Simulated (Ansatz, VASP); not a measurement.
## One calculation of GaP2, two programs

```
CELL_PARAMETERS angstrom
6.58636 0.00000 0.00000
0.00000 6.58636 0.00000
0.00000 0.00000 2.56411
ATOMIC_POSITIONS crystal
Ga 0.00000 0.00000 0.00000
Ga 0.50000 0.50000 0.00000
P 0.11441 0.38559 0.00000
P 0.38559 0.88559 0.00000
P 0.88559 0.61441 0.00000
P 0.61441 0.11441 0.00000
```

Alike in both runs: functional PBE; k mesh 6 × 6 × 14; occupations gaussian, width 0.1 eV; no spin polarisation.

Ansatz relaxed the structure, and its values are those at the end. VASP's run is a single point on that final structure, the one shown.

```csv
,VASP,Ansatz
version,VASP 6.6.1,Ansatz 0.2.0
potentials or method,"VASP PAW PBE potentials, release 64 (Ga_d, P), cutoff 520 eV","scalar-relativistic, plane waves, PAW"
valence electrons in the cell,46,46
```

|  | VASP | Ansatz | Ansatz less VASP |
| --- | --- | --- | --- |
| gap on the k mesh at the Fermi level (eV) | none | none | - |
| pressure (GPa) | 0.0 | 0.0 | +0.05 |
| rms of the force components (eV/Å) | 0.023 | 0.002 | -0.0208 |

A gap of «none» marks a metal or a gap that the smearing closes. With one functional, cell and mesh, what is left measures potentials, basis and numerics.
